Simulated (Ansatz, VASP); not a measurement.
# O in VASP and in Ansatz

File INCAR:

```
SYSTEM = O
PREC = Accurate
ENCUT = 520
EDIFF = 1E-8
ISMEAR = -1
SIGMA = 0.03
LREAL = .FALSE.
LASPH = .TRUE.
NELM = 100
ALGO = Normal
ISIF = 2
LWAVE = .FALSE.
LCHARG = .FALSE.
GGA = PS
LEFG = .TRUE.
NBANDS = 20
```

File KPOINTS:

```
regular mesh
0
G
  13 13 5
  0 0 0
```

Contents of POSCAR:

```
O
1.0
    2.6112279706      0.0000000000      0.0000000000
   -1.3056139853      2.2613897576      0.0000000000
    0.0000000000      0.0000000000      6.7039543074
O
4
Direct
    0.3333333333      0.6666666667      0.1610000000
    0.6666666667      0.3333333333      0.6610000000
    0.3333333333      0.6666666667      0.3390000000
    0.6666666667      0.3333333333      0.8390000000
```

Input for Ansatz:

```yaml
crystal:
  lattice:
    - [2.6112279706, 0.0, 0.0]
    - [-1.3056139853, 2.2613897576, 0.0]
    - [0.0, 0.0, 6.7039543074]
  atoms:
    - { symbol: O, position: [0.3333333333, 0.6666666667, 0.161] }
    - { symbol: O, position: [0.6666666667, 0.3333333333, 0.661] }
    - { symbol: O, position: [0.3333333333, 0.6666666667, 0.339] }
    - { symbol: O, position: [0.6666666667, 0.3333333333, 0.839] }
kpoints:
  mp_grid: { grid: [13, 13, 5] }
scf:
  occupations: { method: fermi_dirac, width: 0.03 }
hamiltonian:
  xc: pbesol
  pseudopotentials: { kind: paw }
output:
  forces: true
  stress: true
  eigenvalues: true
  efg: { contact_densities: true }
```

Change from the starting cell: volume scaled by 1.06, PAW files.

Alike in both runs: task electric field gradients; functional PBEsol; k mesh 13 × 13 × 5; occupations fermi-dirac, width 0.03 eV; no spin polarisation.

```csv
,VASP,Ansatz
version,VASP 6.6.1,Ansatz 0.2.0
potentials or method,"VASP PAW PBE potentials, release 64 (O)","PAW with Ansatz's default frozen-core files, scalar-relativistic"
plane-wave cutoff (eV),520,420
valence electrons in the cell,24,24
```

```csv
,VASP,Ansatz,Ansatz less VASP
pressure (GPa),6.7,1.9,-4.75
"traceless stress, the component that is largest in VASP (GPa)",27.76,17.41,-10.345
rms of the force components (eV/Å),1.374,0.427,-0.9475
size of Vzz on the site where it differs most (V/Å²),117.8,116.7,-1.06
```

VASP's potentials were made for PBE, not for PBEsol. Atom by atom the forces differ by 0.948 eV/Å (rms over components).

Noted on VASP's run: the standard files for N, O and F lose accuracy on very short bonds; spin is off for a triplet molecule.
